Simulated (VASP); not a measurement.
## SrSiH6: relaxation of cell and atoms with PBEsol

The system is SrSiH6.

```
Sr Si H
1.0
     3.30688    0.01538   -0.01111
     0.01538    3.28876    0.01238
    -0.02041    0.02274    6.01746
Sr Si H
1 1 6
Direct
  0.99912 0.01084 0.00429
  0.00323 0.03532 0.49742
  0.49374 0.51028 0.01767
  0.48355 0.51275 0.52917
  0.49165 0.01231 0.32256
  0.51802 0.01899 0.67010
  0.01487 0.51507 0.33273
  0.98342 0.51057 0.64933
```

```json
{
  "Program": "VASP 6.6.1",
  "Task": "relaxation of cell and atoms",
  "Functional": "PBEsol",
  "Potentials or basis": "VASP PAW PBE potentials, release 64 (Sr_sv, Si, H)",
  "Cutoff": "600 eV",
  "k mesh": "6 × 6 × 4",
  "Occupations": "fermi-dirac, width 0.05 eV",
  "Spin": "no spin polarisation",
  "Dipole correction": "no",
  "Further INCAR settings": "ALGO = Normal; EDIFF = 1e-06; IBRION = 2; EDIFFG = -0.01; NSW = 100; ISIF = 3"
}
```

```
Relaxed volume                        : 10.08 Å³/atom
Relaxed cell                          : a = 3.777 Å, b = 3.775 Å, c = 5.668 Å, α = 89.95°, β = 89.98°, γ = 93.89°
Space group after relaxing (to 0.1 Å) : Amm2 (No. 38)
Energy gained by relaxing             : 428.2 meV/atom
Ionic steps                           : 72
Pressure after relaxing               : 0.0 GPa
Largest force after relaxing          : 0.010 eV/Å
Band gap on the k mesh                : 0.48 eV (least direct gap 2.46 eV)
```

Forces on the atoms (eV/Å):
```
Sr   0.005  0.005  0.003
Si   0.002  0.007 -0.006
H   -0.006 -0.003 -0.002
H   -0.005 -0.004  0.007
H    0.007 -0.001  0.000
H    0.000 -0.002 -0.005
H    0.006 -0.004  0.002
H   -0.008  0.002  0.002
```

Step by step:
| step | energy change (eV) | largest force (eV/Å) | pressure (GPa) | volume (Å³) |
| --- | --- | --- | --- | --- |
| 1 | 0.0000 | 0.4675 | 1.09 | 65.44 |
| 3 | -0.1258 | 1.0090 | -0.70 | 67.56 |
| 5 | -0.2051 | 1.8799 | -2.03 | 70.91 |
| 7 | -0.2948 | 2.0278 | -2.00 | 72.15 |
| 9 | -0.4320 | 2.0487 | -2.00 | 73.96 |
| 11 | -0.2691 | 4.9061 | 2.02 | 75.18 |
| 13 | -0.6721 | 1.2070 | -1.05 | 74.63 |
| 15 | -1.0085 | 1.4693 | -0.62 | 73.65 |
| 17 | -1.2844 | 2.0625 | 2.10 | 72.01 |
| 19 | -1.4401 | 2.2647 | 5.92 | 71.48 |
| 21 | -1.7201 | 1.1557 | 3.53 | 72.44 |
| 23 | -1.8413 | 6.7854 | 1.10 | 78.52 |
| 25 | -2.4298 | 3.5172 | 0.97 | 76.77 |
| 27 | -2.3474 | 4.1246 | -3.71 | 84.10 |
| 29 | -3.1064 | 0.8171 | -0.90 | 80.26 |
| 31 | -3.2603 | 0.6194 | 1.04 | 79.66 |
| 33 | -3.3055 | 0.2330 | 0.73 | 80.78 |
| 35 | -3.3281 | 0.2211 | -0.55 | 82.43 |
| 37 | -3.3453 | 0.2124 | -0.74 | 82.98 |
| 39 | -3.3661 | 0.1790 | -0.24 | 82.70 |
| 41 | -3.3801 | 0.1789 | 0.01 | 82.13 |
| 43 | -3.3929 | 0.1514 | -0.19 | 81.49 |
| 45 | -3.3964 | 0.1682 | -0.10 | 81.12 |
| 47 | -3.3999 | 0.1157 | 0.22 | 80.75 |
| 49 | -3.4030 | 0.1454 | 0.43 | 80.45 |
| 51 | -3.4108 | 0.1098 | 0.21 | 80.38 |
| 53 | -3.4157 | 0.0975 | -0.03 | 80.57 |
| 55 | -3.4215 | 0.1030 | 0.03 | 80.75 |
| 57 | -3.4231 | 0.0777 | -0.10 | 80.97 |
| 59 | -3.4241 | 0.0588 | -0.11 | 80.97 |
| 61 | -3.4250 | 0.0337 | -0.02 | 80.86 |
| 63 | -3.4253 | 0.0218 | -0.01 | 80.81 |
| 65 | -3.4256 | 0.0293 | -0.07 | 80.77 |
| 67 | -3.4257 | 0.0200 | -0.04 | 80.69 |
| 69 | -3.4258 | 0.0325 | 0.05 | 80.61 |
| 71 | -3.4259 | 0.0151 | 0.05 | 80.58 |
| 72 | -3.4259 | 0.0096 | 0.02 | 80.61 |

Final structure:
```
Sr Si H
1.0
     3.77236   -0.18116    0.05311
    -0.07532    3.77371    0.01858
    -0.07897   -0.02470    5.66694
Sr Si H
1 1 6
Direct
  0.94315 0.96095 0.00296
  0.26839 0.28576 0.50283
  0.44809 0.46414 0.00324
  0.55574 0.57221 0.50165
  0.38863 0.01198 0.31023
  0.39146 0.01376 0.69644
  0.99548 0.40867 0.30991
  0.99665 0.40865 0.69602
```

Levels at points of the mesh, in eV from the valence-band top:
```tsv
k point	band 7	band 8	band 9	band 10	band 11	band 12	band 13	band 14
(0.00, 0.00, 0.00)	-3.55	-3.05	-2.36	-0.11	3.09	3.32	4.71	4.71
(0.50, 0.00, 0.00)	-4.77	-2.32	-1.74	-1.09	1.67	4.15	4.66	5.69
(0.00, 0.50, 0.00)	-4.76	-2.32	-1.76	-1.09	1.67	4.15	4.66	5.69
(0.50, 0.50, 0.00)	-5.04	-4.21	-2.49	-1.97	0.48	3.29	5.28	5.35
(0.00, 0.00, 0.50)	-3.30	-2.51	-1.40	-1.02	3.52	3.68	3.93	4.95
(0.50, 0.00, 0.50)	-5.02	-2.52	-2.39	0.00	2.85	3.18	4.62	4.79
(0.00, 0.50, 0.50)	-5.02	-2.52	-2.39	-0.01	2.85	3.18	4.62	4.78
(0.50, 0.50, 0.50)	-5.05	-4.28	-1.94	-1.92	1.11	3.95	4.45	4.48
```

Run time: 57 min on 1 thread of AMD EPYC 7R32 (Zen 2), with other jobs on the host, peak memory 0.25 GiB.

Caveat: the volume moved by over 15 % at a fixed basis, so the end points are rough; the PAW data sets were made with another functional, which shifts forces and pressure a little. A k mesh can miss the band edges.
